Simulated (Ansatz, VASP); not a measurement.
## Two plane-wave programs on GaN

```xyz
20
Lattice="3.1518 0.0000 0.0000 0.0000 5.1384 0.0000 0.0000 0.0000 26.8280" Properties=species:S:1:pos:R:3 pbc="T T T"
Ga    0.0000   -0.1363    7.7694
Ga    1.5759    2.6044    8.3178
Ga    1.5759   -0.0042   10.2726
Ga    0.0000    2.5942   11.1229
Ga    0.0000    0.0128   12.9700
Ga    1.5759    2.5820   13.8580
Ga    1.5759    0.0250   15.7052
Ga    0.0000    2.5651   16.5554
Ga    0.0000    0.0352   18.5102
Ga    1.5759    2.4329   19.0586
N     0.0000    3.2237    7.5338
N     1.5759    0.6777    8.3946
N     1.5759    3.2125   10.2292
N     0.0000    0.6541   11.1396
N     0.0000    3.2187   12.9603
N     1.5759    0.6494   13.8677
N     1.5759    3.2233   15.6885
N     0.0000    0.6433   16.5989
N     0.0000    3.2469   18.4334
N     1.5759    0.6545   19.2943
```

Alike in both runs: functional LDA; k mesh 8 × 5 × 1; occupations gaussian, width 0.05 eV; no spin polarisation.

Ansatz relaxed the structure, and its values are those at the end. VASP's run is a single point on that final structure, the one shown.

```csv
,VASP,Ansatz
version,VASP 6.6.1,Ansatz 0.2.0
potentials or method,"VASP PAW LDA potentials, release 64 (Ga_d, N), cutoff 520 eV","scalar-relativistic, plane waves, PAW"
valence electrons in the cell,180,180
```

Ansatz gave:

| Property | Result |
| --- | --- |
| gap on the k mesh at the Fermi level (eV) | 1.76 |
| least direct gap on the mesh (eV) | 1.76 |
| rms of the force components (eV/Å) | 0.003 |

Question: Estimate VASP's values.

Answer: gap on the k mesh at the Fermi level (eV): 1.77; least direct gap on the mesh (eV): 1.77; rms of the force components (eV/Å): 0.018.

LDA's correlation is that of Perdew and Zunger in VASP and of Perdew and Wang (1992) in Ansatz. Ansatz's warnings: xc potential rough in thin density.
